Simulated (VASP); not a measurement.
# BAs in VASP: further runs

The runs below take BAs through single point, with PBE.

Program: VASP 6.6.1. These are calculated values, not measurements. Logs are shortened: lines on timing, memory, paths and dates and some standing lists are left out, and cuts for length are marked.

## (1) The cell of the first run

It takes space group F-43m (No. 216, cubic). Conventional cell: a = 4.712 Å, b = 4.712 Å, c = 4.712 Å, α = 90.00°, β = 90.00°, γ = 90.00°. B (site symmetry -43m) has 4 As at 2.04 Å within 2.7 Å. Within 2.7 Å of As (site symmetry -43m) lie 4 B at 2.04 Å.

## (2) Single point, PBE (13.08 Å³/atom)

INCAR reads:

```
PREC = Accurate ; ENCUT = 560
EDIFF = 1E-6 ; ISMEAR = -1
SIGMA = 0.02 ; LREAL = F
LASPH = T ; NELM = 120
ALGO = Normal ; ISIF = 2
LWAVE = F ; LCHARG = T
GGA = PE ; LELF = T
LVHAR = T ; NBANDS = 16
GGA_COMPAT = F
```

KPOINTS reads:

```
regular mesh
0
Gamma
  16 16 16
```

POSCAR reads:

```
BAs
1.0
    0.0000000000      2.3562190158      2.3562190158
    2.3562190158      0.0000000000      2.3562190158
    2.3562190158      2.3562190158      0.0000000000
B As
1 1
Direct
    0.0000000000      0.0000000000      0.0000000000
    0.2500000000      0.2500000000      0.2500000000
```

Potentials or basis: VASP PAW PBE potentials, release 64 (B, As_d).

Run with:

```sh
$ cat potpaw_PBE.64/B/POTCAR potpaw_PBE.64/As_d/POTCAR > POTCAR
$ mpirun -np 1 vasp_std > vasp.out
```

OUTCAR:

```text
PREC = Accurate
   ENCUT = 560
   EDIFF = 1E-6
   ISMEAR = -1
   LREAL = F
   LASPH = T
   NELM = 120
   ISIF = 2
   GGA = PE

 ion  position               nearest neighbor table
   1  0.000  0.000  0.000-   2 2.04   2 2.04   2 2.04   2 2.04
   2  0.250  0.250  0.250-   1 2.04   1 2.04   1 2.04   1 2.04

  LATTYP: Found a face centered cubic cell.
 ALAT       =     4.7124380316

  Lattice vectors:

 A1 = (   0.0000000000,   2.3562190158,   2.3562190158)
 A2 = (   2.3562190158,   0.0000000000,   2.3562190158)
 A3 = (   2.3562190158,   2.3562190158,   0.0000000000)

Analysis of symmetry for initial positions (statically):
=====================================================================
 Subroutine PRICEL returns:
 Original cell was already a primitive cell.

 Routine SETGRP: Setting up the symmetry group for a
 face centered cubic supercell.

 Subroutine GETGRP returns: Found 24 space group operations
 (whereof 24 operations were pure point group operations)
 out of a pool of 48 trial point group operations.

The static configuration has the point symmetry T_d .

Analysis of symmetry for dynamics (positions and initial velocities):
=====================================================================
 Subroutine PRICEL returns:
 Original cell was already a primitive cell.

 Routine SETGRP: Setting up the symmetry group for a
 face centered cubic supercell.

 Subroutine GETGRP returns: Found 24 space group operations
 (whereof 24 operations were pure point group operations)
 out of a pool of 48 trial point group operations.

The dynamic configuration has the point symmetry T_d .

 Subroutine INISYM returns: Found 24 space group operations
 (whereof 24 operations are pure point group operations),
 and found     1 'primitive' translations

----------------------------------------------------------------------------------------

                                     Primitive cell

  volume of cell :      26.1624

  direct lattice vectors                    reciprocal lattice vectors
     0.000000000  2.356219016  2.356219016    -0.212204382  0.212204382  0.212204382
     2.356219016  0.000000000  2.356219016     0.212204382 -0.212204382  0.212204382
     2.356219016  2.356219016  0.000000000     0.212204382  0.212204382 -0.212204382

  length of vectors
     3.332196888  3.332196888  3.332196888     0.367548771  0.367548771  0.367548771

  position of ions in fractional coordinates (direct lattice)
     0.000000000  0.000000000  0.000000000
     0.250000000  0.250000000  0.250000000

  ion indices of the primitive-cell ions
   primitive index   ion index
                 1           1
                 2           2

----------------------------------------------------------------------------------------

 KPOINTS: regular mesh

Automatic generation of k-mesh.
 Grid dimensions read from file:
 generate k-points for:   16   16   16

 Generating k-lattice:

  Cartesian coordinates                     Fractional coordinates (reciprocal lattice)
    -0.013262774  0.013262774  0.013262774     0.062500000  0.000000000  0.000000000
     0.013262774 -0.013262774  0.013262774     0.000000000  0.062500000  0.000000000
     0.013262774  0.013262774 -0.013262774     0.000000000  0.000000000  0.062500000

  Length of vectors
     0.022971798  0.022971798  0.022971798

  Shift w.r.t. Gamma in fractional coordinates (k-lattice)
     0.000000000  0.000000000  0.000000000

 Subroutine IBZKPT returns following result:
 ===========================================

 Found    145 irreducible k-points:

 Following reciprocal coordinates:
            Coordinates               Weight
  0.000000  0.000000  0.000000      1.000000
  0.062500  0.000000  0.000000      8.000000
  0.125000  0.000000  0.000000      8.000000
  0.187500  0.000000  0.000000      8.000000
  0.250000  0.000000  0.000000      8.000000
  0.312500  0.000000  0.000000      8.000000
[... 16 lines left out ...]
 -0.125000  0.062500  0.000000     24.000000
 -0.062500  0.062500  0.000000     12.000000
 [... further k-points ...]
   k-points           NKPTS =    145   k-points in BZ     NKDIM =    145   number of bands    NBANDS=     16
   number of dos      NEDOS =    301   number of ions     NIONS =      2
   total plane-waves  NPLWV =  21952
   dimension x,y,z NGX =    28 NGY =   28 NGZ =   28
   dimension x,y,z NGXF=    56 NGYF=   56 NGZF=   56
   ions per type =               1   1
   NGX,Y,Z   is equivalent  to a cutoff of  13.97, 13.97, 13.97 a.u.
   NGXF,Y,Z  is equivalent  to a cutoff of  27.94, 27.94, 27.94 a.u.
 SYSTEM =  unknown system
   PREC   = accura    normal or accurate (medium, high low for compatibility)
   ISTART =      0    job   : 0-new  1-cont  2-samecut
   ICHARG =      2    charge: 1-file 2-atom 10-const
   ISPIN  =      1    spin polarized calculation?
   LNONCOLLINEAR =      F non collinear calculations
   LSORBIT =      F    spin-orbit coupling
   LASPH  =      T    aspherical Exc in radial PAW
   ENCUT  =  560.0 eV  41.16 Ry    6.42 a.u.   6.43  6.43  6.43*2*pi/ulx,y,z
   NELM   =    120;   NELMIN=  2; NELMDL= -5     # of ELM steps
   EDIFF  = 0.1E-05   stopping-criterion for ELM
   LREAL  =      F    real-space projection
[... 7 lines left out ...]
   TEBEG  =    0.0;   TEEND  =   0.0 temperature during run
   PSTRESS=    0.0 pullay stress
   NELECT =      18.0000    total number of electrons
   NUPDOWN=      -1.0000    fix difference up-down
   EMIN   =  10.00;   EMAX   =-10.00  energy-range for DOS
   EFERMI =   0.00;   METHOD = LEGACY
   ISMEAR =    -1;   SIGMA  =   0.02  broadening in eV -4-tet -1-fermi 0-gaus
   EFERMI_NEDOS =   21; number of points for ismear=-14 and -15
   IALGO  =     38    algorithm
   IMIX   =      4    mixing-type and parameters
     AMIX     =   0.40;   BMIX     =  1.00
     AMIX_MAG =   1.60;   BMIX_MAG =  1.00
  volume/ion in A,a.u.               =      13.08        88.28
  Fermi-wavevector in a.u.,A,eV,Ry     =   1.445240  2.731108 28.418748  2.088719
  Thomas-Fermi vector in A             =   2.563444
   LORBIT       =      0    0 simple, 1 ext, 2 COOP (PROOUT), +10 PAW based schemes
   GGA     = PE    functional components
   LHFCALC =     F    Hartree Fock is set to
   AEXX    =    0.0000 exact exchange contribution
   IVDW    =     0    specifies the selected vdW correction
   LEPSILON=     F    determine dielectric tensor
   LRPA    =     F    only Hartree local field effects (RPA)
 non-spin polarized calculation
  energy-cutoff  :      560.00
  volume of cell :       26.16
 maximum number of plane-waves:       817
 NGX is ok and might be reduce to    28
   NGX = 13   NGY = 13   NGZ = 13

 number of electron      17.9999998 magnetization

 Free energy of the ion-electron system (eV)
  ---------------------------------------------------
  ext. energy  EPLUGINS =         0.00000000
  ---------------------------------------------------
  free energy    TOTEN  =       -11.40198450 eV

  energy without entropy =      -11.40198450  energy(sigma->0) =      -11.40198450

 E-fermi :   5.6595     XC(G=0): -11.3351

 val. band max:        5.2017917647   @ k =   0.0000   0.0000   0.0000
 cond. band min:       6.3615415319   @ k =   0.3750   0.3750   0.0000
 fundamental gap:      1.1597497672
 Fermi energy:         5.6595333270

 k-point     1 :       0.0000    0.0000    0.0000
  band No.  band energies     occupation
      1     -30.6298      2.00000
      2     -30.6298      2.00000
      3     -30.6298      2.00000
      4     -30.6024      2.00000
      5     -30.6024      2.00000
      6     -10.5768      2.00000
[... 8 lines left out ...]
     15      18.5700      0.00000
     16      18.5700      0.00000

 k-point     2 :       0.0625    0.0000    0.0000
  band No.  band energies     occupation
      1     -30.6296      2.00000
      2     -30.6294      2.00000
      3     -30.6294      2.00000
      4     -30.6024      2.00000
      5     -30.6024      2.00000
      6     -10.5101      2.00000
[... 8 lines left out ...]
     15      17.8745      0.00000
     16      17.8745      0.00000

 k-point     3 :       0.1250    0.0000    0.0000
  band No.  band energies     occupation
      1     -30.6292      2.00000
      2     -30.6284      2.00000
      3     -30.6284      2.00000
      4     -30.6023      2.00000
      5     -30.6023      2.00000
      6     -10.3111      2.00000
[... 8 lines left out ...]
     15      17.0726      0.00000
     16      17.0726      0.00000

 k-point     4 :       0.1875    0.0000    0.0000
  band No.  band energies     occupation
      1     -30.6286      2.00000
      2     -30.6270      2.00000
      3     -30.6270      2.00000
      4     -30.6021      2.00000
      5     -30.6021      2.00000
      6      -9.9834      2.00000
[... 8 lines left out ...]
     15      16.6268      0.00000
     16      16.6268      0.00000

 k-point     5 :       0.2500    0.0000    0.0000
  band No.  band energies     occupation
      1     -30.6278      2.00000
      2     -30.6255      2.00000
      3     -30.6255      2.00000
      4     -30.6017      2.00000
      5     -30.6017      2.00000
      6      -9.5354      2.00000
[... 8 lines left out ...]
     15      16.6681      0.00000
     16      16.7387      0.00000

 k-point     6 :       0.3125    0.0000    0.0000
  band No.  band energies     occupation
      1     -30.6271      2.00000
      2     -30.6243      2.00000
      3     -30.6243      2.00000
      4     -30.6010      2.00000
      5     -30.6010      2.00000
      6      -8.9847      2.00000
[... 8 lines left out ...]
     15      17.2328      0.00000
     16      17.2328      0.00000

 k-point     7 :       0.3750    0.0000    0.0000
  band No.  band energies     occupation
      1     -30.6265      2.00000
      2     -30.6234      2.00000
      3     -30.6234      2.00000
      4     -30.6003      2.00000
      5     -30.6003      2.00000
      6      -8.3736      2.00000
[... 8 lines left out ...]
     15      18.2288      0.00000
     16      18.2288      0.00000

 k-point     8 :       0.4375    0.0000    0.0000
  band No.  band energies     occupation
      1     -30.6261      2.00000
      2     -30.6229      2.00000
      3     -30.6229      2.00000
      4     -30.5997      2.00000
      5     -30.5997      2.00000
      6      -7.8121      2.00000
[... 8 lines left out ...]
     15      19.4498      0.00000
     16      19.4498      0.00000

 k-point     9 :       0.5000    0.0000    0.0000
  band No.  band energies     occupation
      1     -30.6259      2.00000
      2     -30.6228      2.00000
      3     -30.6228      2.00000
      4     -30.5994      2.00000
      5     -30.5994      2.00000
      6      -7.5551      2.00000
[... 8 lines left out ...]
     15      20.2310      0.00000
     16      20.2310      0.00000
[... 172 lines left out ...]
 k-point    19 :      -0.3750    0.0625    0.0000
  band No.  band energies     occupation
      1     -30.6262      2.00000
      2     -30.6230      2.00000
      3     -30.6229      2.00000
      4     -30.6006      2.00000
      5     -30.5997      2.00000
      6      -8.1176      2.00000
[... 8 lines left out ...]
     15      17.8167      0.00000
     16      19.6905      0.00000

 k-point    20 :      -0.3125    0.0625    0.0000
  band No.  band energies     occupation
      1     -30.6268      2.00000
      2     -30.6238      2.00000
      3     -30.6235      2.00000
      4     -30.6015      2.00000
      5     -30.6002      2.00000
      6      -8.7284      2.00000
[... 8 lines left out ...]
     15      17.0625      0.00000
     16      18.7693      0.00000

 k-point    21 :      -0.2500    0.0625    0.0000
  band No.  band energies     occupation
      1     -30.6277      2.00000
      2     -30.6250      2.00000
      3     -30.6244      2.00000
      4     -30.6022      2.00000
      5     -30.6008      2.00000
      6      -9.3047      2.00000
[... 8 lines left out ...]
     15      16.9070      0.00000
     16      18.0135      0.00000

 k-point    22 :      -0.1875    0.0625    0.0000
  band No.  band energies     occupation
      1     -30.6285      2.00000
      2     -30.6265      2.00000
      3     -30.6257      2.00000
      4     -30.6026      2.00000
      5     -30.6013      2.00000
      6      -9.7888      2.00000
[... 8 lines left out ...]
     15      16.8004      0.00000
     16      17.5356      0.00000

 k-point    23 :      -0.1250    0.0625    0.0000
  band No.  band energies     occupation
      1     -30.6292      2.00000
      2     -30.6280      2.00000
      3     -30.6271      2.00000
      4     -30.6027      2.00000
      5     -30.6018      2.00000
      6     -10.1572      2.00000
[... 8 lines left out ...]
     15      16.4618      0.00000
     16      17.2590      0.00000

 k-point    24 :      -0.0625    0.0625    0.0000
  band No.  band energies     occupation
      1     -30.6296      2.00000
      2     -30.6290      2.00000
      3     -30.6285      2.00000
      4     -30.6026      2.00000
      5     -30.6021      2.00000
      6     -10.3993      2.00000
[... 8 lines left out ...]
     15      16.8885      0.00000
     16      17.6792      0.00000

 [... further k-points ...]
[... 5 lines left out ...]
  --------------------------------------------------------------------------------------
  -------------------------------------------------------------------------------------
  Total        1.4425205      1.4425205      1.4425205     -0.0000000      0.0000000      0.0000000
  in kB       88.3396377     88.3396377     88.3396377     -0.0000000      0.0000000      0.0000000
  external PRESSURE =      88.3396377 kB  Pullay stress =       0.0000000 kB

 VOLUME and BASIS-vectors are now :
 -----------------------------------------------------------------------------
  energy-cutoff  :      560.00
  volume of cell :       26.16
      direct lattice vectors                 reciprocal lattice vectors
     0.000000000  2.356219016  2.356219016    -0.212204382  0.212204382  0.212204382
     2.356219016  0.000000000  2.356219016     0.212204382 -0.212204382  0.212204382
     2.356219016  2.356219016  0.000000000     0.212204382  0.212204382 -0.212204382

 POSITION                                       TOTAL-FORCE (eV/Angst)
 -----------------------------------------------------------------------------------
      0.00000      0.00000      0.00000        -0.000000     -0.000000     -0.000000
      1.17811      1.17811      1.17811         0.000000      0.000000      0.000000
 -----------------------------------------------------------------------------------
    total drift:                                0.000001      0.000001      0.000001

  FREE ENERGIE OF THE ION-ELECTRON SYSTEM (eV)
  ---------------------------------------------------
  free  energy   TOTEN  =       -11.4019844973 eV

  energy  without entropy=      -11.4019844973  energy(sigma->0) =      -11.40198450
```

Run time: 38 s. Hardware: 1 thread of AMD EPYC 9R45 (Zen 5), shared host; peak memory 0.17 GiB.

What came out:

```yaml
Free_energy: -11.4020 eV
Pressure: 8.8 GPa
Band_gap_on_the_k_mesh: 1.16 eV (least direct gap 3.34 eV)
```

Caveat: the cell stands under pressure. A k mesh can miss the band edges.

(Part 1 of 2 ends here.)
